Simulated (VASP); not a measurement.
# MgAl6N8 (a cell with a defect) in VASP: further runs

Runs on MgAl6N8 (a cell with a defect). Level: PBE. Tasks: single point.

Program: VASP 6.6.1. These are calculated values, not measurements. Logs are shortened: lines on timing, memory, paths and dates and some standing lists are left out, and cuts for length are marked.

## 1. The cell of the first run

The cell holds a defect, 15 atoms: a = 6.220 Å, b = 5.387 Å, c = 4.980 Å, α = 90.00°, β = 90.00°, γ = 90.00°.

## 2. Single point, PBE

The input, INCAR:

```
SYSTEM = MgAl6N8
PREC = Accurate ; ENCUT = 520
EDIFF = 1E-6 ; ISMEAR = -1
SIGMA = 0.05 ; LREAL = Auto
LASPH = .True. ; NELM = 60
ALGO = Normal ; ISIF = 2
LWAVE = .False. ; LCHARG = .False.
GGA = PE ; NBANDS = 43
```

The input, KPOINTS:

```
regular mesh
0
Gamma
  2 2 2
  0 0 0
```

The input, POSCAR:

```
MgAl6N8
1.0
   -3.1100000000     -5.3866780000      0.0000000000
    4.6650000000     -2.6933390000      0.0000000000
    0.0000000000      0.0000000000      4.9800000000
Al N Mg
6 8 1
Direct
    0.4888013647      0.6708388519     -0.0031869478
    0.2368642024      0.1207407652      0.0357419679
    0.2458289043      0.8391884013      0.5020477912
    0.0082199543      0.6671305591      0.0089078313
    0.0140300687      0.3787638829      0.5433656627
    0.7610849866      0.8240783083      0.5030740964
    0.5023930161      0.8346047760      0.3252291165
    0.4305324586      0.3481879842      0.9210399598
    0.1167953255      0.1178058869      0.3664423695
    0.2449262832      0.8293189155      0.8639425703
    0.0068520242      0.6611382198      0.3732116466
    0.0824150451      0.3613517235      0.8866983936
    0.8742215385      0.1269751307      0.3866759036
    0.7519827201      0.7609518241      0.8604759036
    0.6705243666      0.1325723001      0.0784387550
```

Potentials or basis: VASP PAW PBE potentials, release 64 (Al, N, Mg).

Run with:

```
$ cat potpaw_PBE.64/Al/POTCAR potpaw_PBE.64/N/POTCAR potpaw_PBE.64/Mg/POTCAR > POTCAR
$ mpirun -np 1 vasp_std > vasp.out
```

OUTCAR:

```text
SYSTEM = MgAl6N8
   PREC = Accurate
   ENCUT = 520
   EDIFF = 1E-6
   ISMEAR = -1
   LREAL = Auto
   LASPH = .True.
   NELM = 60
   ISIF = 2
   GGA = PE

 ion  position               nearest neighbor table
   1  0.489  0.671  0.997-   8 1.82  14 1.84   7 1.86  10 1.86  15 2.76   2 2.89   4 2.99   3 3.03
                             3 3.07   6 3.10  15 3.14   6 3.15   4 3.23   2 3.36
   2  0.237  0.121  0.036-  12 1.78  10 1.79   9 1.81   8 1.81  15 2.71   3 2.77   4 2.83   1 2.89
                             3 3.06   5 3.14   5 3.20   4 3.27   1 3.36
   3  0.246  0.839  0.502-  10 1.80   7 1.82   9 1.83  11 1.88   2 2.77   5 2.88   4 3.01   6 3.02
                             1 3.03   2 3.06   4 3.07   1 3.07   6 3.21   5 3.25
   4  0.008  0.667  0.009-  11 1.81  12 1.82  14 1.83  10 1.86   5 2.79   2 2.83   1 2.99   3 3.01
                             6 3.02   3 3.07   6 3.07   5 3.08   1 3.23   2 3.27  15 3.29
   5  0.014  0.379  0.543-  11 1.74  12 1.76   9 1.78  13 1.79   4 2.79   6 2.88   3 2.88   4 3.08
                             2 3.14   2 3.20   3 3.25  15 3.42
   6  0.761  0.824  0.503-  14 1.81   7 1.84  13 1.87  11 1.88  15 2.75   5 2.88   3 3.02   4 3.02
                             4 3.07   1 3.10   1 3.15   3 3.21  15 3.36
   7  0.502  0.835  0.325-   3 1.82   6 1.84   1 1.86  15 2.28
   8  0.431  0.348  0.921-   2 1.81   1 1.82  15 2.05
   9  0.117  0.118  0.366-  13 1.51   5 1.78   2 1.81   3 1.83
  10  0.245  0.829  0.864-   2 1.79   3 1.80   4 1.86   1 1.86
  11  0.007  0.661  0.373-   5 1.74   4 1.81   6 1.88   3 1.88
  12  0.082  0.361  0.887-   5 1.76   2 1.78   4 1.82
  13  0.874  0.127  0.387-   9 1.51   5 1.79   6 1.87  15 1.99
  14  0.752  0.761  0.860-   6 1.81   4 1.83   1 1.84  15 2.33
  15  0.671  0.133  0.078-  13 1.99   8 2.05   7 2.28  14 2.33   2 2.71   6 2.75   1 2.76   1 3.14
                             4 3.29   6 3.36   5 3.42

  LATTYP: Found a simple orthorhombic cell.
 ALAT       =     4.9800000000
 B/A-ratio  =     1.0816622507
 C/A-ratio  =     1.2489959819

  Lattice vectors:

 A1 = (   0.0000000000,   0.0000000000,  -4.9800000000)
 A2 = (   4.6650000000,  -2.6933390000,   0.0000000000)
 A3 = (  -3.1100000000,  -5.3866780000,   0.0000000000)

Analysis of symmetry for initial positions (statically):
=====================================================================
 Subroutine PRICEL returns:
 Original cell was already a primitive cell.

 Routine SETGRP: Setting up the symmetry group for a
 simple orthorhombic supercell.

 Subroutine GETGRP returns: Found  1 space group operations
 (whereof  1 operations were pure point group operations)
 out of a pool of  8 trial point group operations.

The static configuration has the point symmetry C_1 .

Analysis of symmetry for dynamics (positions and initial velocities):
=====================================================================
 Subroutine PRICEL returns:
 Original cell was already a primitive cell.

 Routine SETGRP: Setting up the symmetry group for a
 simple orthorhombic supercell.

 Subroutine GETGRP returns: Found  1 space group operations
 (whereof  1 operations were pure point group operations)
 out of a pool of  8 trial point group operations.

The dynamic configuration has the point symmetry C_1 .

 Subroutine INISYM returns: Found  1 space group operations
 (whereof  1 operations are pure point group operations),
 and found     1 'primitive' translations

----------------------------------------------------------------------------------------

                                     Primitive cell

  volume of cell :     166.8556

  direct lattice vectors                    reciprocal lattice vectors
    -3.110000000 -5.386678000  0.000000000    -0.080385852 -0.139232380  0.000000000
     4.665000000 -2.693339000  0.000000000     0.160771704 -0.092821587  0.000000000
     0.000000000  0.000000000  4.980000000     0.000000000  0.000000000  0.200803213

  length of vectors
     6.219999990  5.386678009  4.980000000     0.160771704  0.185643173  0.200803213

  position of ions in fractional coordinates (direct lattice)
     0.488801365  0.670838852  0.996813052
     0.236864202  0.120740765  0.035741968
     0.245828904  0.839188401  0.502047791
     0.008219954  0.667130559  0.008907831
     0.014030069  0.378763883  0.543365663
     0.761084987  0.824078308  0.503074096
     0.502393016  0.834604776  0.325229116
     0.430532459  0.348187984  0.921039960
     0.116795326  0.117805887  0.366442369
     0.244926283  0.829318915  0.863942570
     0.006852024  0.661138220  0.373211647
[... 43 lines left out ...]

 Subroutine IBZKPT returns following result:
 ===========================================

 Found      8 irreducible k-points:

 Following reciprocal coordinates:
            Coordinates               Weight
  0.000000  0.000000  0.000000      1.000000
  0.500000  0.000000  0.000000      1.000000
 -0.000000  0.500000  0.000000      1.000000
  0.500000  0.500000  0.000000      1.000000
  0.000000  0.000000  0.500000      1.000000
  0.500000  0.000000  0.500000      1.000000
 -0.000000  0.500000  0.500000      1.000000
  0.500000  0.500000  0.500000      1.000000
   k-points           NKPTS =      8   k-points in BZ     NKDIM =      8   number of bands    NBANDS=     43
   number of dos      NEDOS =    301   number of ions     NIONS =     15
   total plane-waves  NPLWV =  76800
   dimension x,y,z NGX =    48 NGY =   40 NGZ =   40
   dimension x,y,z NGXF=    96 NGYF=   80 NGZF=   80
   ions per type =               6   8   1
   NGX,Y,Z   is equivalent  to a cutoff of  12.83, 12.34, 13.35 a.u.
   NGXF,Y,Z  is equivalent  to a cutoff of  25.66, 24.69, 26.71 a.u.
 SYSTEM =  MgAl6N8
   PREC   = accura    normal or accurate (medium, high low for compatibility)
   ISTART =      0    job   : 0-new  1-cont  2-samecut
   ICHARG =      2    charge: 1-file 2-atom 10-const
   ISPIN  =      1    spin polarized calculation?
   LNONCOLLINEAR =      F non collinear calculations
   LSORBIT =      F    spin-orbit coupling
   LASPH  =      T    aspherical Exc in radial PAW
   ENCUT  =  520.0 eV  38.22 Ry    6.18 a.u.  11.57 10.02  9.26*2*pi/ulx,y,z
   NELM   =     60;   NELMIN=  2; NELMDL= -5     # of ELM steps
   EDIFF  = 0.1E-05   stopping-criterion for ELM
   LREAL  =      T    real-space projection
   EDIFFG = 0.1E-04   stopping-criterion for IOM
   NSW    =      0    number of steps for IOM
   IBRION =     -1    ionic relax: 0-MD 1-quasi-New 2-CG
   NFREE  =      0    steps in history (QN), initial steepest desc. (CG)
   ISIF   =      2    stress and relaxation
   ISYM   =      2    0-nonsym 1-usesym 2-fastsym
   POTIM  = 0.5000    time-step for ionic-motion
   TEBEG  =    0.0;   TEEND  =   0.0 temperature during run
   PSTRESS=    0.0 pullay stress
   NELECT =      60.0000    total number of electrons
   NUPDOWN=      -1.0000    fix difference up-down
   EMIN   =  10.00;   EMAX   =-10.00  energy-range for DOS
   EFERMI =   0.00;   METHOD = LEGACY
   ISMEAR =    -1;   SIGMA  =   0.05  broadening in eV -4-tet -1-fermi 0-gaus
   EFERMI_NEDOS =   21; number of points for ismear=-14 and -15
   IALGO  =     38    algorithm
   IMIX   =      4    mixing-type and parameters
     AMIX     =   0.40;   BMIX     =  1.00
     AMIX_MAG =   1.60;   BMIX_MAG =  1.00
  volume/ion in A,a.u.               =      11.12        75.07
  Fermi-wavevector in a.u.,A,eV,Ry     =   1.164157  2.199938 18.439462  1.355262
  Thomas-Fermi vector in A             =   2.300699
   LORBIT       =      0    0 simple, 1 ext, 2 COOP (PROOUT), +10 PAW based schemes
   GGA     = PE    functional components
   LHFCALC =     F    Hartree Fock is set to
   AEXX    =    0.0000 exact exchange contribution
   IVDW    =     0    specifies the selected vdW correction
   LEPSILON=     F    determine dielectric tensor
   LRPA    =     F    only Hartree local field effects (RPA)
 non-spin polarized calculation
  energy-cutoff  :      520.00
  volume of cell :      166.86
 maximum number of plane-waves:      4540
 NGX is ok and might be reduce to    48
   NGX = 23   NGY = 21   NGZ = 19

 number of electron      60.0000003 magnetization

 Free energy of the ion-electron system (eV)
  ---------------------------------------------------
  ext. energy  EPLUGINS =         0.00000000
  ---------------------------------------------------
  free energy    TOTEN  =      -100.07578737 eV

  energy without entropy =     -100.05310895  energy(sigma->0) =     -100.06444816

 E-fermi :   5.1735     XC(G=0): -10.2825

 val. band max:        5.1020331700   @ k =   0.5000   0.0000   0.0000
 cond. band min:       5.2051814612   @ k =   0.5000   0.5000   0.5000
 fundamental gap:      0.1031482912
 Fermi energy:         5.1735498091

 k-point     1 :       0.0000    0.0000    0.0000
  band No.  band energies     occupation
      1     -12.6102      2.00000
      2     -10.1274      2.00000
      3      -8.9428      2.00000
      4      -8.5924      2.00000
      5      -8.2218      2.00000
      6      -7.6684      2.00000
[... 349 lines left out ...]
     41      13.5954      0.00000
     42      13.9700      0.00000
 [bands above 42 left out]

------------------------ aborting loop because EDIFF is reached ----------------------------------------

  FORCE on cell =-STRESS in cart. coord.  units (eV):
  Direction    XX          YY          ZZ          XY          YZ          ZX
  --------------------------------------------------------------------------------------
  -------------------------------------------------------------------------------------
  Total       23.7107056     15.6420887     23.2613854    -10.3156998     -0.9741232     -0.7223397
  in kB      227.6744614    150.1981499    223.3600080    -99.0532058     -9.3537064     -6.9360361
  external PRESSURE =     200.4108731 kB  Pullay stress =       0.0000000 kB

 VOLUME and BASIS-vectors are now :
 -----------------------------------------------------------------------------
  energy-cutoff  :      520.00
  volume of cell :      166.86
      direct lattice vectors                 reciprocal lattice vectors
    -3.110000000 -5.386678000  0.000000000    -0.080385852 -0.139232380  0.000000000
     4.665000000 -2.693339000  0.000000000     0.160771704 -0.092821587  0.000000000
     0.000000000  0.000000000  4.980000000     0.000000000  0.000000000  0.200803213

 POSITION                                       TOTAL-FORCE (eV/Angst)
 -----------------------------------------------------------------------------------
      1.60929     -4.43981      4.96413        -0.022651      0.076112      0.106576
     -0.17339     -1.60111      0.17800         0.002606     -0.165446      0.000972
      3.15029     -3.58442      2.50020        -0.010582     -0.010809      0.072653
      3.08660     -1.84109      0.04436         0.130793      0.041578      0.047880
      1.72330     -1.09572      2.70596        -0.058435     -0.058850     -0.066385
      1.47735     -6.31924      2.50531         0.108076      0.003373      0.055612
      2.33099     -4.95410      1.61964        -0.022374      0.045885      0.074525
      0.28534     -3.25693      4.58678        -0.226767     -0.204023      0.021116
      0.18633     -0.94643      1.82488        -0.113103     -0.027461     -0.016397
      3.10705     -3.55298      4.30243        -0.003222      0.051794      0.079131
      3.06290     -1.81758      1.85859         0.076722      0.012549      0.075332
      1.42939     -1.41719      4.41576         0.164673      0.595800      0.116951
     -2.12649     -5.05114      1.92565        -0.013361      0.018351     -0.115407
      1.21117     -6.10019      4.28517         0.641968     -0.253447      0.214596
     -1.46688     -3.96896      0.39062        -0.654344     -0.125407     -0.667154
 -----------------------------------------------------------------------------------
    total drift:                                0.005258     -0.004106      0.010349

  FREE ENERGIE OF THE ION-ELECTRON SYSTEM (eV)
  ---------------------------------------------------
  free  energy   TOTEN  =      -100.0757873703 eV

  energy  without entropy=     -100.0531089494  energy(sigma->0) =     -100.06444816
```

Run time: 62 s. Hardware: 1 thread of Intel Xeon 6975P-C (Granite Rapids), shared host; peak memory 0.27 GiB.

Results:

```yaml
Free_energy: -100.0758 eV
Pressure: 20.0 GPa
Largest_force: 0.943 eV/Å
Band_gap_on_the_k_mesh: zero (band 30 reaches 5.21 eV, above the bottom of band 31 at 5.10 eV)
```

Forces on the atoms (eV/Å):
```
Al  -0.023  0.076  0.107
Al   0.003 -0.165  0.001
Al  -0.011 -0.011  0.073
Al   0.131  0.042  0.048
Al  -0.058 -0.059 -0.066
Al   0.108  0.003  0.056
N   -0.022  0.046  0.075
N   -0.227 -0.204  0.021
N   -0.113 -0.027 -0.016
N   -0.003  0.052  0.079
N    0.077  0.013  0.075
N    0.165  0.596  0.117
N   -0.013  0.018 -0.115
N    0.642 -0.253  0.215
Mg  -0.654 -0.125 -0.667
```

Stress tensor (GPa, compression positive):
```
22.77 -9.91 -0.69
-9.91 15.02 -0.94
-0.69 -0.94 22.34
```

Caveat: the k points lie up to 0.63 Å⁻¹ apart.

(Part 1 of 2 ends here.)
